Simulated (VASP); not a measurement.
# SnO2 (Pnnm) in VASP: notebook

The runs below take SnO2 through single point, with LDA.

All numbers are computed with VASP 6.6.1; they aren't measurements. Logs are shortened: lines on timing, memory, paths and dates and some standing lists are left out, and cuts for length are marked.

### 1 The cell of the first run

Symmetry: Pnnm, No. 58, orthorhombic system. The conventional cell has a = 4.236 Å, b = 4.780 Å, c = 3.229 Å, α = 90.00°, β = 90.00°, γ = 90.00°. Sn (site symmetry 2/m) has 6 O at 1.97 to 2.04 Å within 2.6 Å. O (site symmetry m) has 3 Sn at 1.97 to 2.04 Å and 1 O at 2.48 Å within 2.6 Å.

### 2 Single point, LDA (10.89 Å³/atom)

INCAR reads:

```
PREC = Accurate ; ENCUT = 520
EDIFF = 1E-7 ; ISMEAR = 0
SIGMA = 0.05 ; LREAL = F
LASPH = T ; NELM = 100
ALGO = Normal ; ISIF = 2
LWAVE = F ; LCHARG = F
GGA = CA ; NBANDS = 35
```

KPOINTS reads:

```
Automatic mesh
0
Gamma
  6 6 10
```

POSCAR reads:

```
SnO2
1.0
    4.2361559441      0.0000000000      0.0000000000
    0.0000000000      4.7795638380      0.0000000000
    0.0000000000      0.0000000000      3.2286300092
Sn O
2 4
Direct
    0.5000000000      0.5000000000      0.5000000000
    0.0000000000      0.0000000000      0.0000000000
    0.2773983594      0.3316761924      0.0000000000
    0.7773983594      0.1683238076      0.5000000000
    0.2226016406      0.8316761924      0.5000000000
    0.7226016406      0.6683238076      0.0000000000
```

Potentials or basis: VASP PAW LDA potentials, release 64 (Sn_d, O).

Run with:

```bash
$ cat potpaw_LDA.64/Sn_d/POTCAR potpaw_LDA.64/O/POTCAR > POTCAR
$ mpirun -np 1 vasp_std > vasp.out
```

OUTCAR:

```text
PREC = Accurate
   ENCUT = 520
   EDIFF = 1E-7
   ISMEAR = 0
   LREAL = F
   LASPH = T
   NELM = 100
   ISIF = 2
   GGA = CA

 ion  position               nearest neighbor table
   1  0.500  0.500  0.500-   4 1.97   5 1.97   3 2.04   6 2.04   3 2.04   6 2.04   2 3.58   2 3.58
                             2 3.58   2 3.58   2 3.58   2 3.58   2 3.58   2 3.58
   2  0.000  0.000  0.000-   3 1.97   6 1.97   5 2.04   4 2.04   4 2.04   5 2.04   1 3.58   1 3.58
                             1 3.58   1 3.58   1 3.58   1 3.58   1 3.58   1 3.58
   3  0.277  0.332  0.000-   2 1.97   1 2.04   1 2.04
   4  0.777  0.168  0.500-   1 1.97   2 2.04   2 2.04
   5  0.223  0.832  0.500-   1 1.97   2 2.04   2 2.04
   6  0.723  0.668  0.000-   2 1.97   1 2.04   1 2.04

  LATTYP: Found a simple orthorhombic cell.
 ALAT       =     3.2286300092
 B/A-ratio  =     1.3120598929
 C/A-ratio  =     1.4803690186

  Lattice vectors:

 A1 = (   0.0000000000,   0.0000000000,   3.2286300092)
 A2 = (   4.2361559441,   0.0000000000,   0.0000000000)
 A3 = (   0.0000000000,   4.7795638380,   0.0000000000)

Analysis of symmetry for initial positions (statically):
=====================================================================
 Subroutine PRICEL returns:
 Original cell was already a primitive cell.

 Routine SETGRP: Setting up the symmetry group for a
 simple orthorhombic supercell.

 Subroutine GETGRP returns: Found  8 space group operations
 (whereof  4 operations were pure point group operations)
 out of a pool of  8 trial point group operations.

The static configuration has the point symmetry C_2h.
 The point group associated with its full space group is D_2h.

Analysis of symmetry for dynamics (positions and initial velocities):
=====================================================================
 Subroutine PRICEL returns:
 Original cell was already a primitive cell.

 Routine SETGRP: Setting up the symmetry group for a
 simple orthorhombic supercell.

 Subroutine GETGRP returns: Found  8 space group operations
 (whereof  4 operations were pure point group operations)
 out of a pool of  8 trial point group operations.

The dynamic configuration has the point symmetry C_2h.
 The point group associated with its full space group is D_2h.

 Subroutine INISYM returns: Found  8 space group operations
 (whereof  4 operations are pure point group operations),
 and found     1 'primitive' translations

----------------------------------------------------------------------------------------

                                     Primitive cell

  volume of cell :      65.3700

  direct lattice vectors                    reciprocal lattice vectors
     4.236155944  0.000000000  0.000000000     0.236063075  0.000000000  0.000000000
     0.000000000  4.779563838  0.000000000     0.000000000  0.209224112  0.000000000
     0.000000000  0.000000000  3.228630009     0.000000000  0.000000000  0.309728893

  length of vectors
     4.236155944  4.779563838  3.228630009     0.236063075  0.209224112  0.309728893

  position of ions in fractional coordinates (direct lattice)
     0.500000000  0.500000000  0.500000000
     0.000000000  0.000000000  0.000000000
     0.277398359  0.331676192  0.000000000
     0.777398359  0.168323808  0.500000000
     0.222601641  0.831676192  0.500000000
     0.722601641  0.668323808  0.000000000

  ion indices of the primitive-cell ions
   primitive index   ion index
                 1           1
                 2           2
                 3           3
                 4           4
                 5           5
                 6           6

----------------------------------------------------------------------------------------

 KPOINTS: Automatic mesh

Automatic generation of k-mesh.
 Grid dimensions read from file:
 generate k-points for:    6    6   10

 Generating k-lattice:

  Cartesian coordinates                     Fractional coordinates (reciprocal lattice)
     0.039343846  0.000000000  0.000000000     0.166666667  0.000000000  0.000000000
     0.000000000  0.034870685  0.000000000     0.000000000  0.166666667  0.000000000
     0.000000000  0.000000000  0.030972889     0.000000000  0.000000000  0.100000000

  Length of vectors
     0.039343846  0.034870685  0.030972889

  Shift w.r.t. Gamma in fractional coordinates (k-lattice)
     0.000000000  0.000000000  0.000000000

 Subroutine IBZKPT returns following result:
 ===========================================

 Found     96 irreducible k-points:

 Following reciprocal coordinates:
            Coordinates               Weight
  0.000000  0.000000  0.000000      1.000000
  0.166667  0.000000  0.000000      2.000000
  0.333333  0.000000  0.000000      2.000000
  0.500000  0.000000  0.000000      1.000000
  0.000000  0.166667  0.000000      2.000000
  0.166667  0.166667  0.000000      4.000000
[... 16 lines left out ...]
  0.333333  0.166667  0.100000      8.000000
  0.500000  0.166667  0.100000      4.000000
 [... further k-points ...]
   k-points           NKPTS =     96   k-points in BZ     NKDIM =     96   number of bands    NBANDS=     35
   number of dos      NEDOS =    301   number of ions     NIONS =      6
   total plane-waves  NPLWV =  27648
   dimension x,y,z NGX =    32 NGY =   36 NGZ =   24
   dimension x,y,z NGXF=    64 NGYF=   72 NGZF=   48
   ions per type =               2   4
   NGX,Y,Z   is equivalent  to a cutoff of  12.56, 12.52, 12.36 a.u.
   NGXF,Y,Z  is equivalent  to a cutoff of  25.12, 25.04, 24.72 a.u.
 SYSTEM =  unknown system
   PREC   = accura    normal or accurate (medium, high low for compatibility)
   ISTART =      0    job   : 0-new  1-cont  2-samecut
   ICHARG =      2    charge: 1-file 2-atom 10-const
   ISPIN  =      1    spin polarized calculation?
   LNONCOLLINEAR =      F non collinear calculations
   LSORBIT =      F    spin-orbit coupling
   LASPH  =      T    aspherical Exc in radial PAW
   ENCUT  =  520.0 eV  38.22 Ry    6.18 a.u.   7.88  8.89  6.00*2*pi/ulx,y,z
   NELM   =    100;   NELMIN=  2; NELMDL= -5     # of ELM steps
   EDIFF  = 0.1E-06   stopping-criterion for ELM
   LREAL  =      F    real-space projection
   EDIFFG = 0.1E-05   stopping-criterion for IOM
   NSW    =      0    number of steps for IOM
   IBRION =     -1    ionic relax: 0-MD 1-quasi-New 2-CG
   NFREE  =      0    steps in history (QN), initial steepest desc. (CG)
   ISIF   =      2    stress and relaxation
   ISYM   =      2    0-nonsym 1-usesym 2-fastsym
   POTIM  = 0.5000    time-step for ionic-motion
   TEBEG  =    0.0;   TEEND  =   0.0 temperature during run
   PSTRESS=    0.0 pullay stress
   NELECT =      52.0000    total number of electrons
   NUPDOWN=      -1.0000    fix difference up-down
   EMIN   =  10.00;   EMAX   =-10.00  energy-range for DOS
   EFERMI =   0.00;   METHOD = LEGACY
   ISMEAR =     0;   SIGMA  =   0.05  broadening in eV -4-tet -1-fermi 0-gaus
   EFERMI_NEDOS =   21; number of points for ismear=-14 and -15
   IALGO  =     38    algorithm
   IMIX   =      4    mixing-type and parameters
     AMIX     =   0.40;   BMIX     =  1.00
     AMIX_MAG =   1.60;   BMIX_MAG =  1.00
  volume/ion in A,a.u.               =      10.89        73.52
  Fermi-wavevector in a.u.,A,eV,Ry     =   1.516875  2.866478 31.305776  2.300910
  Thomas-Fermi vector in A             =   2.626206
   LORBIT       =      0    0 simple, 1 ext, 2 COOP (PROOUT), +10 PAW based schemes
   GGA     = CA    functional components
   LHFCALC =     F    Hartree Fock is set to
   AEXX    =    0.0000 exact exchange contribution
   IVDW    =     0    specifies the selected vdW correction
   LEPSILON=     F    determine dielectric tensor
   LRPA    =     F    only Hartree local field effects (RPA)
 non-spin polarized calculation
 Gauss-broadening in eV      SIGMA  =   0.05
  energy-cutoff  :      520.00
  volume of cell :       65.37
 maximum number of plane-waves:      1788
 NGX is ok and might be reduce to    32
   NGX = 15   NGY = 17   NGZ = 13

 number of electron      52.0000011 magnetization

 Free energy of the ion-electron system (eV)
  ---------------------------------------------------
  ext. energy  EPLUGINS =         0.00000000
  ---------------------------------------------------
  free energy    TOTEN  =       -41.79131097 eV

  energy without entropy =      -41.79131097  energy(sigma->0) =      -41.79131097

 E-fermi :   6.9607     XC(G=0): -12.3288

 val. band max:        6.6680292724   @ k =   0.0000   0.0000   0.1000
 cond. band min:       8.9444950505   @ k =   0.0000   0.0000   0.0000
 fundamental gap:      2.2764657781
 Fermi energy:         6.9606603755

 k-point     1 :       0.0000    0.0000    0.0000
  band No.  band energies     occupation
      1     -14.1024      2.00000
      2     -13.1178      2.00000
      3     -12.8821      2.00000
      4     -12.7936      2.00000
      5     -12.7759      2.00000
      6     -12.7739      2.00000
[... 27 lines left out ...]
     34      20.1070      0.00000
     35      20.1494      0.00000

 k-point     2 :       0.1667    0.0000    0.0000
  band No.  band energies     occupation
      1     -14.0511      2.00000
      2     -13.1385      2.00000
      3     -12.9433      2.00000
      4     -12.7984      2.00000
      5     -12.7724      2.00000
      6     -12.7715      2.00000
[... 27 lines left out ...]
     34      20.2488      0.00000
     35      20.5589      0.00000

 k-point     3 :       0.3333    0.0000    0.0000
  band No.  band energies     occupation
      1     -13.8996      2.00000
      2     -13.3644      2.00000
      3     -12.9154      2.00000
      4     -12.8156      2.00000
      5     -12.7660      2.00000
      6     -12.7655      2.00000
[... 27 lines left out ...]
     34      20.5939      0.00000
     35      20.7306      0.00000
[... 723 lines left out ...]
 k-point    23 :       0.3333    0.1667    0.1000
  band No.  band energies     occupation
      1     -13.8601      2.00000
      2     -13.4378      2.00000
      3     -12.9547      2.00000
      4     -12.8971      2.00000
      5     -12.7554      2.00000
      6     -12.7236      2.00000
[... 27 lines left out ...]
     34      19.9421      0.00000
     35      20.3899      0.00000

 k-point    24 :       0.5000    0.1667    0.1000
  band No.  band energies     occupation
      1     -13.6777      2.00000
      2     -13.6777      2.00000
      3     -12.9217      2.00000
      4     -12.9217      2.00000
      5     -12.7337      2.00000
      6     -12.7337      2.00000
[... 27 lines left out ...]
     34      19.4805      0.00000
     35      21.0365      0.00000

 [... further k-points ...]

------------------------ aborting loop because EDIFF is reached ----------------------------------------

  FORCE on cell =-STRESS in cart. coord.  units (eV):
  Direction    XX          YY          ZZ          XY          YZ          ZX
  --------------------------------------------------------------------------------------
  -------------------------------------------------------------------------------------
  Total        9.7503383      7.6251254      4.4825348      0.0000000      0.0000000      0.0000000
  in kB      238.9746212    186.8869974    109.8640919      0.0000000      0.0000000      0.0000000
  external PRESSURE =     178.5752368 kB  Pullay stress =       0.0000000 kB

 VOLUME and BASIS-vectors are now :
 -----------------------------------------------------------------------------
  energy-cutoff  :      520.00
  volume of cell :       65.37
      direct lattice vectors                 reciprocal lattice vectors
     4.236155944  0.000000000  0.000000000     0.236063075  0.000000000  0.000000000
     0.000000000  4.779563838  0.000000000     0.000000000  0.209224112  0.000000000
     0.000000000  0.000000000  3.228630009     0.000000000  0.000000000  0.309728893

 POSITION                                       TOTAL-FORCE (eV/Angst)
 -----------------------------------------------------------------------------------
      2.11808      2.38978      1.61432         0.000000      0.000000      0.000000
      0.00000      0.00000      0.00000         0.000000      0.000000      0.000000
      1.17510      1.58527      0.00000        -0.014269      0.011306     -0.000000
      3.29318      0.80451      1.61432        -0.014269     -0.011306     -0.000000
      0.94298      3.97505      1.61432         0.014269      0.011306      0.000000
      3.06105      3.19430      0.00000         0.014269     -0.011306      0.000000
 -----------------------------------------------------------------------------------
    total drift:                                0.000000     -0.000000     -0.000000

  FREE ENERGIE OF THE ION-ELECTRON SYSTEM (eV)
  ---------------------------------------------------
  free  energy   TOTEN  =       -41.7913109725 eV

  energy  without entropy=      -41.7913109725  energy(sigma->0) =      -41.79131097
```

Wall time 71 s (1 thread of Intel Xeon 6975P-C (Granite Rapids), shared host); peak memory 0.27 GiB.

Results:

```
Free energy            : -41.7913 eV
Pressure               : 17.9 GPa
Largest force          : 0.018 eV/Å
Band gap on the k mesh : 2.28 eV (least direct gap 2.28 eV)
```

Forces in eV/Å, atoms in the order of the input:
```
Sn   0.000  0.000  0.000
Sn   0.000  0.000  0.000
O   -0.014  0.011  0.000
O   -0.014 -0.011  0.000
O    0.014  0.011  0.000
O    0.014 -0.011  0.000
```

Stress tensor (GPa, compression positive):
```
23.90  0.00  0.00
 0.00 18.69  0.00
 0.00  0.00 10.99
```

Caveat: the cell stands under pressure; spin-orbit coupling is left out, which moves the levels of the heavy elements.

### 3 Single point, LDA (10.89 Å³/atom)

INCAR reads:

```
ALGO = Normal
EDIFF = 1E-7
ENCUT = 520
GGA = CA
ISIF = 2
ISMEAR = 0
LASPH = T
LCHARG = T
LELF = T
LREAL = F
LVHAR = T
LWAVE = F
NBANDS = 35
NELM = 100
PREC = Accurate
SIGMA = 0.05
```

KPOINTS reads:

```
k-points
0
Gamma
  6 6 10
```

POSCAR reads:

```
SnO2
1.0
    4.9751880950      0.0000000000      0.0000000000
    0.0000000000      4.4103137260      0.0000000000
    0.0000000000      0.0000000000      2.9791988827
Sn O
2 4
Direct
    0.5000000000      0.5000000000      0.5000000000
    0.0000000000      0.0000000000      0.0000000000
    0.3346791271      0.2633740573      0.0000000000
    0.8346791271      0.2366259427      0.5000000000
    0.1653208729      0.7633740573      0.5000000000
    0.6653208729      0.7366259427      0.0000000000
```

Potentials or basis: VASP PAW LDA potentials, release 64 (Sn_d, O).

Run with:

```bash
$ cat potpaw_LDA.64/Sn_d/POTCAR potpaw_LDA.64/O/POTCAR > POTCAR
$ mpirun -np 1 vasp_std > vasp.out
```

It took 91 s on 1 thread of Intel Xeon 6975P-C (Granite Rapids), shared host; peak memory 0.28 GiB.

The run converged. Its results:

```yaml
Free_energy: -41.6402 eV
Pressure: 20.7 GPa
Largest_force: 0.067 eV/Å
Band_gap_on_the_k_mesh: 2.54 eV (least direct gap 2.63 eV)
```

Forces in eV/Å, atoms in the order of the input:
```
Sn   0.000  0.000  0.000
Sn   0.000  0.000  0.000
O   -0.029 -0.060  0.000
O   -0.029  0.060  0.000
O    0.029 -0.060  0.000
O    0.029  0.060  0.000
```

Stress tensor (GPa, compression positive):
```
10.38  0.00  0.00
 0.00 16.70  0.00
 0.00  0.00 35.11
```

Levels at points of the mesh, in eV from the valence-band top:
| k point | band 22 | band 23 | band 24 | band 25 | band 26 | band 27 | band 28 | band 29 | band 30 | band 31 |
| --- | --- | --- | --- | --- | --- | --- | --- | --- | --- | --- |
| (0.00, 0.00, 0.00) | -0.66 | -0.56 | -0.46 | -0.15 | -0.09 | 2.54 | 6.81 | 7.63 | 7.99 | 11.42 |
| (0.50, 0.00, 0.00) | -2.26 | -0.50 | -0.50 | -0.26 | -0.26 | 5.61 | 5.61 | 8.85 | 8.85 | 11.01 |
| (0.00, 0.50, 0.00) | -1.39 | -0.65 | -0.65 | -0.22 | -0.22 | 5.26 | 5.26 | 7.67 | 7.67 | 11.85 |
| (0.50, 0.50, 0.00) | -1.87 | -0.70 | -0.70 | -0.39 | -0.39 | 6.19 | 6.19 | 8.32 | 8.32 | 11.25 |
| (0.00, 0.00, 0.50) | -2.46 | -1.54 | -1.54 | -0.66 | -0.66 | 7.17 | 7.17 | 10.02 | 10.02 | 11.75 |
| (0.50, 0.00, 0.50) | -1.43 | -0.97 | -0.97 | -0.25 | -0.25 | 7.14 | 7.14 | 8.04 | 8.04 | 11.88 |
| (0.00, 0.50, 0.50) | -1.91 | -0.44 | -0.44 | -0.41 | -0.41 | 7.52 | 7.52 | 8.72 | 8.72 | 11.07 |
| (0.50, 0.50, 0.50) | -2.17 | -0.80 | -0.80 | -0.50 | -0.50 | 5.57 | 5.57 | 9.19 | 9.19 | 11.74 |

Caveat: the cell stands under pressure; spin-orbit coupling is left out, which moves the levels of the heavy elements. A k mesh can miss the band edges.
